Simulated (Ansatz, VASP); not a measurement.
# Li4Ge2B: VASP beside Ansatz

```
CELL_PARAMETERS angstrom
4.49375 0.00000 0.00000
-2.24687 3.89171 0.00000
-2.24687 1.29723 6.15236
ATOMIC_POSITIONS crystal
Ge 0.40695 0.59305 0.22085
Ge 0.26645 0.73355 0.79935
B 0.12440 0.87560 0.37320
Li 0.83600 0.16400 0.50800
Li 0.70060 0.29940 0.10180
Li 0.99670 0.00330 0.99010
Li 0.54100 0.45900 0.62300
```

Alike in both runs: task single point; functional r2SCAN; k mesh 8 × 8 × 8; occupations fermi-dirac, width 0.0248 eV; no spin polarisation.

|  | VASP | Ansatz |
| --- | --- | --- |
| version | VASP 6.6.1 | Ansatz 0.2.0 |
| potentials or method | VASP PAW PBE potentials, release 64 (Ge_d, B, Li_sv), cutoff 520 eV | PAW plane waves |
| valence electrons in the cell | 43 | 43 |

Ansatz gave:

* rms of the force components (eV/Å): 0.335

Question: Which values does VASP return?

Answer: rms of the force components (eV/Å): 0.336.

VASP's potentials were made for PBE, not for r2SCAN. Atom by atom the forces differ by 0.010 eV/Å (rms over components). With one functional, cell and mesh, what is left measures potentials, basis and numerics. Ansatz's warnings: structure snapped to symmetry.

Noted on VASP's run: the cutoff is under 1.25 times that of the potentials, so the pressure is a little rough.
